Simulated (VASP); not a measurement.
# Os (P6_3/mmc) in VASP: notebook

The runs below take Os through relaxation of cell and atoms, with PBEsol.

Program: VASP 6.6.1. These are calculated values, not measurements. Logs are shortened: lines on timing, memory, paths and dates and some standing lists are left out, and cuts for length are marked.

### 1 The cell of the first run

It takes space group P6_3/mmc (No. 194, hexagonal). Conventional cell: a = 2.729 Å, b = 2.729 Å, c = 4.307 Å, α = 90.00°, β = 90.00°, γ = 120.00°. Within 3.5 Å of Os (site symmetry -6m2) lie 12 Os at 2.67 to 2.73 Å.

### 2 Relaxation of cell and atoms, PBEsol, target pressure 10 GPa, at which the enthalpy is minimised

Input file INCAR:

```
PREC = Accurate
ENCUT = 600
EDIFF = 1E-6
ISMEAR = -1
SIGMA = 0.05
LREAL = F
LASPH = T
NELM = 100
ALGO = Normal
ISIF = 3
LWAVE = F
LCHARG = F
GGA = PS
IBRION = 2
NSW = 100
EDIFFG = -0.002
PSTRESS = 100.0
```

Input file KPOINTS:

```
regular mesh
0
Gamma
  20 20 12
```

Input file POSCAR:

```
Os
1.0
    2.7290853742      0.0000000000      0.0000000000
   -1.3645426871      2.3634572631      0.0000000000
    0.0000000000      0.0000000000      4.3069776558
Os
2
Direct
    0.3333333333      0.6666666667      0.2500000000
    0.6666666667      0.3333333333      0.7500000000
```

Potentials or basis: VASP PAW PBE potentials, release 64 (Os).

Command:

```bash
> cat potpaw_PBE.64/Os/POTCAR > POTCAR
> mpirun -np 1 vasp_std > vasp.out
```

OUTCAR:

```text
PREC = Accurate
   ENCUT = 600
   EDIFF = 1E-6
   ISMEAR = -1
   LREAL = F
   LASPH = T
   NELM = 100
   ISIF = 3
   GGA = PS
   IBRION = 2
   NSW = 100
   EDIFFG = -0.002
   PSTRESS = 100.0

 ion  position               nearest neighbor table
   1  0.333  0.667  0.250-   2 2.67   2 2.67   2 2.67   2 2.67   2 2.67   2 2.67
   2  0.667  0.333  0.750-   1 2.67   1 2.67   1 2.67   1 2.67   1 2.67   1 2.67

  LATTYP: Found a hexagonal cell.
 ALAT       =     2.7290853742
 C/A-ratio  =     1.5781762258

  Lattice vectors:

 A1 = (   2.7290853742,   0.0000000000,   0.0000000000)
 A2 = (  -1.3645426871,   2.3634572631,   0.0000000000)
 A3 = (   0.0000000000,   0.0000000000,   4.3069776558)

Analysis of symmetry for initial positions (statically):
=====================================================================
 Subroutine PRICEL returns:
 Original cell was already a primitive cell.

 Routine SETGRP: Setting up the symmetry group for a
 hexagonal supercell.

 Subroutine GETGRP returns: Found 24 space group operations
 (whereof 12 operations were pure point group operations)
 out of a pool of 24 trial point group operations.

The static configuration has the point symmetry D_3d.
 The point group associated with its full space group is D_6h.

Analysis of symmetry for dynamics (positions and initial velocities):
=====================================================================
 Subroutine PRICEL returns:
 Original cell was already a primitive cell.

 Routine SETGRP: Setting up the symmetry group for a
 hexagonal supercell.

 Subroutine GETGRP returns: Found 24 space group operations
 (whereof 12 operations were pure point group operations)
 out of a pool of 24 trial point group operations.

The dynamic configuration has the point symmetry D_3d.
 The point group associated with its full space group is D_6h.

 Subroutine INISYM returns: Found 24 space group operations
 (whereof 12 operations are pure point group operations),
 and found     1 'primitive' translations

----------------------------------------------------------------------------------------

                                     Primitive cell

  volume of cell :      27.7803

  direct lattice vectors                    reciprocal lattice vectors
     2.729085374  0.000000000  0.000000000     0.366423128  0.211554492  0.000000000
    -1.364542687  2.363457263  0.000000000     0.000000000  0.423108983  0.000000000
     0.000000000  0.000000000  4.306977656     0.000000000  0.000000000  0.232181376

  length of vectors
     2.729085374  2.729085374  4.306977656     0.423108983  0.423108983  0.232181376

  position of ions in fractional coordinates (direct lattice)
     0.333333333  0.666666667  0.250000000
     0.666666667  0.333333333  0.750000000

  ion indices of the primitive-cell ions
   primitive index   ion index
                 1           1
                 2           2

----------------------------------------------------------------------------------------

 KPOINTS: regular mesh

Automatic generation of k-mesh.
 Grid dimensions read from file:
 generate k-points for:   20   20   12

 Generating k-lattice:

  Cartesian coordinates                     Fractional coordinates (reciprocal lattice)
     0.018321156  0.010577725  0.000000000     0.050000000  0.000000000  0.000000000
     0.000000000  0.021155449  0.000000000     0.000000000  0.050000000  0.000000000
     0.000000000  0.000000000  0.019348448     0.000000000  0.000000000  0.083333333

  Length of vectors
     0.021155449  0.021155449  0.019348448

  Shift w.r.t. Gamma in fractional coordinates (k-lattice)
     0.000000000  0.000000000  0.000000000

 Subroutine IBZKPT returns following result:
 ===========================================

 Found    308 irreducible k-points:

 Following reciprocal coordinates:
            Coordinates               Weight
  0.000000  0.000000  0.000000      1.000000
  0.050000  0.000000  0.000000      6.000000
  0.100000  0.000000  0.000000      6.000000
  0.150000  0.000000  0.000000      6.000000
  0.200000  0.000000  0.000000      6.000000
  0.250000  0.000000  0.000000      6.000000
[... 16 lines left out ...]
  0.200000  0.100000  0.000000     12.000000
  0.250000  0.100000  0.000000     12.000000
 [... further k-points ...]
   k-points           NKPTS =    308   k-points in BZ     NKDIM =    308   number of bands    NBANDS=     12
   number of dos      NEDOS =    301   number of ions     NIONS =      2
   total plane-waves  NPLWV =  20736
   dimension x,y,z NGX =    24 NGY =   24 NGZ =   36
   dimension x,y,z NGXF=    48 NGYF=   48 NGZF=   72
   ions per type =               2
   NGX,Y,Z   is equivalent  to a cutoff of  14.62, 14.62, 13.90 a.u.
   NGXF,Y,Z  is equivalent  to a cutoff of  29.24, 29.24, 27.79 a.u.
 SYSTEM =  unknown system
   PREC   = accura    normal or accurate (medium, high low for compatibility)
   ISTART =      0    job   : 0-new  1-cont  2-samecut
   ICHARG =      2    charge: 1-file 2-atom 10-const
   ISPIN  =      1    spin polarized calculation?
   LNONCOLLINEAR =      F non collinear calculations
   LSORBIT =      F    spin-orbit coupling
   LASPH  =      T    aspherical Exc in radial PAW
   ENCUT  =  600.0 eV  44.10 Ry    6.64 a.u.   5.45  5.45  8.60*2*pi/ulx,y,z
   NELM   =    100;   NELMIN=  2; NELMDL= -5     # of ELM steps
   EDIFF  = 0.1E-05   stopping-criterion for ELM
   LREAL  =      F    real-space projection
   EDIFFG = -.2E-02   stopping-criterion for IOM
   NSW    =    100    number of steps for IOM
   IBRION =      2    ionic relax: 0-MD 1-quasi-New 2-CG
   NFREE  =      1    steps in history (QN), initial steepest desc. (CG)
   ISIF   =      3    stress and relaxation
   ISYM   =      2    0-nonsym 1-usesym 2-fastsym
   POTIM  = 0.5000    time-step for ionic-motion
   TEBEG  =    0.0;   TEEND  =   0.0 temperature during run
   PSTRESS=  100.0 pullay stress
   NELECT =      16.0000    total number of electrons
   NUPDOWN=      -1.0000    fix difference up-down
   EMIN   =  10.00;   EMAX   =-10.00  energy-range for DOS
   EFERMI =   0.00;   METHOD = LEGACY
   ISMEAR =    -1;   SIGMA  =   0.05  broadening in eV -4-tet -1-fermi 0-gaus
   EFERMI_NEDOS =   21; number of points for ismear=-14 and -15
   IALGO  =     38    algorithm
   IMIX   =      4    mixing-type and parameters
     AMIX     =   0.40;   BMIX     =  1.00
     AMIX_MAG =   1.60;   BMIX_MAG =  1.00
  volume/ion in A,a.u.               =      13.89        93.74
  Fermi-wavevector in a.u.,A,eV,Ry     =   1.362079  2.573956 25.242337  1.855259
  Thomas-Fermi vector in A             =   2.488600
   LORBIT       =      0    0 simple, 1 ext, 2 COOP (PROOUT), +10 PAW based schemes
   GGA     = PS    functional components
   LHFCALC =     F    Hartree Fock is set to
   AEXX    =    0.0000 exact exchange contribution
   IVDW    =     0    specifies the selected vdW correction
   LEPSILON=     F    determine dielectric tensor
   LRPA    =     F    only Hartree local field effects (RPA)
 conjugate gradient relaxation of ions
 non-spin polarized calculation
  energy-cutoff  :      600.00
  volume of cell :       27.78
 maximum number of plane-waves:       965
 NGX is ok and might be reduce to    24
   NGX = 11   NGY = 11   NGZ = 17

--------------------------------------- Ionic step        1  -------------------------------------------

 number of electron      16.0000001 magnetization

 Free energy of the ion-electron system (eV)
  ---------------------------------------------------
  ext. energy  EPLUGINS =         0.00000000
  ---------------------------------------------------
  free energy    TOTEN  =       -24.49457179 eV

  energy without entropy =      -24.48669332  energy(sigma->0) =      -24.49063256

------------------------ aborting loop because EDIFF is reached ----------------------------------------

  FORCE on cell =-STRESS in cart. coord.  units (eV):
  Direction    XX          YY          ZZ          XY          YZ          ZX
  --------------------------------------------------------------------------------------
  -------------------------------------------------------------------------------------
  Total        0.1116885      0.1116885      0.1014421     -0.0000000     -0.0000000      0.0000000
  in kB        6.4414164      6.4414164      5.8504766     -0.0000000     -0.0000000      0.0000000
  external PRESSURE =     -93.7555635 kB  Pullay stress =     100.0000000 kB
[... 23 lines left out ...]
  enthalpy is  TOTEN    =       -22.7606603513 eV   P V=        1.7339114395

--------------------------------------- Ionic step        2  -------------------------------------------

 number of electron      16.0000000 magnetization

 E-fermi :  11.4096     XC(G=0): -14.8873

 val. band max:       11.4051384640   @ k =   0.4000   0.1500   0.3333
 cond. band min:      11.4122047698   @ k =   0.3000   0.0000   0.0000
 fundamental gap:      0.0070663058
 Fermi energy:        11.4095645711

 k-point     1 :       0.0000    0.0000    0.0000
  band No.  band energies     occupation
      1      -0.8211      2.00000
      2       2.2217      2.00000
      3       7.6327      2.00000
      4       7.6327      2.00000
      5       7.9845      2.00000
      6       8.6821      2.00000
      7       8.6821      2.00000
      8       9.4677      2.00000
      9       9.4677      2.00000
     10      11.4622      0.51717
     11      13.3992      0.00000
     12      13.3992      0.00000
[... 608 lines left out ...]
  enthalpy is  TOTEN    =       -22.7771208193 eV   P V=        1.6987219777

--------------------------------------- Ionic step        9  -------------------------------------------

 number of electron      16.0000000 magnetization

 Free energy of the ion-electron system (eV)
  ---------------------------------------------------
  ext. energy  EPLUGINS =         0.00000000
  ---------------------------------------------------
  free energy    TOTEN  =       -24.47668388 eV

  energy without entropy =      -24.46911408  energy(sigma->0) =      -24.47289898

 E-fermi :   9.7623     XC(G=0): -14.3087

 val. band max:        9.7608595899   @ k =   0.1500   0.0000   0.3333
 cond. band min:       9.7670708252   @ k =   0.4000   0.1500   0.3333
 fundamental gap:      0.0062112353
 Fermi energy:         9.7623345903

 k-point     1 :       0.0000    0.0000    0.0000
  band No.  band energies     occupation
      1      -1.5197      2.00000
      2       1.6324      2.00000
      3       6.5241      2.00000
      4       6.5241      2.00000
      5       6.7997      2.00000
      6       7.4098      2.00000
      7       7.4098      2.00000
      8       8.0953      2.00000
      9       8.0953      2.00000
     10       9.7309      1.30452
     11      11.4890      0.00000
     12      11.4890      0.00000
[... 374 lines left out ...]
  FREE ENERGIE OF THE ION-ELECTRON SYSTEM (eV)
  ---------------------------------------------------
  free  energy   TOTEN  =       -24.4766838771 eV

  energy  without entropy=      -24.4691140842  energy(sigma->0) =      -24.47289898

  enthalpy is  TOTEN    =       -22.7771323444 eV   P V=        1.6995515328

 reached required accuracy - stopping structural energy minimisation
```

Run time: 3.8 min. Hardware: 1 thread of AMD EPYC 9R45 (Zen 5), shared host; peak memory 0.23 GiB.

What came out:

```
Free energy                                                : -24.4767 eV
Relaxed volume                                             : 13.61 Å³/atom
Relaxed cell                                               : a = 2.710 Å, b = 2.710 Å, c = 4.281 Å, α = 90.00°, β = 90.00°, γ = 120.00°
Space group after relaxing (to 0.1 Å)                      : P6_3/mmc (No. 194)
Energy change on relaxing (the run minimises the enthalpy) : +8.9 meV/atom
Ionic steps                                                : 9
Pressure after relaxing                                    : 10.0 GPa
Band gap on the k mesh                                     : zero (bands 8 and 9 overlap by 4.14 eV)
```

The path:
```
step  energy change (eV)  largest force (eV/Å)  pressure (GPa)  volume (Å³)
   1              0.0000                0.0000            0.62        27.78
   2              0.6376                0.0000           72.28        24.64
   3              0.0163                0.0000            9.52        27.26
   4              0.0177                0.0000            9.94        27.23
   5              0.0183                0.0000           10.14        27.22
   6              0.0159                0.0000            9.35        27.26
   7              0.0175                0.0000            9.91        27.24
   8              0.0187                0.0000           10.24        27.22
   9              0.0179                0.0000            9.99        27.23
```

Final structure:
```cif
data_structure
_symmetry_space_group_name_H-M 'P 1'
_symmetry_Int_Tables_number 1
_cell_length_a 2.7102
_cell_length_b 2.7102
_cell_length_c 4.2805
_cell_angle_alpha 90.000
_cell_angle_beta 90.000
_cell_angle_gamma 120.000
_cell_volume 27.23
loop_
_atom_site_label
_atom_site_type_symbol
_atom_site_fract_x
_atom_site_fract_y
_atom_site_fract_z
_atom_site_occupancy
Os1 Os 0.33333 0.66667 0.25000 1
Os2 Os 0.66667 0.33333 0.75000 1
```

Levels at points of the mesh, in eV from the Fermi level:
```csv
k point,band 6,band 7,band 8,band 9,band 10,band 11
"(0.00, 0.00, 0.00)",-2.35,-2.35,-1.67,-1.67,-0.03,1.73
"(0.50, 0.00, 0.00)",-2.71,-2.00,2.10,2.69,2.83,4.56
"(0.00, 0.00, 0.50)",-3.44,-3.44,-3.44,0.91,0.91,0.91
"(0.50, 0.00, 0.50)",-1.30,-0.22,-0.22,2.46,2.46,3.39
```

Caveat: the cell is relaxed towards a set pressure, so the run minimises the enthalpy, not the energy; the PAW data sets were made with another functional, which shifts forces and pressure a little; spin-orbit coupling is left out, which moves the levels of the heavy elements.

[end of part 1 of 2]
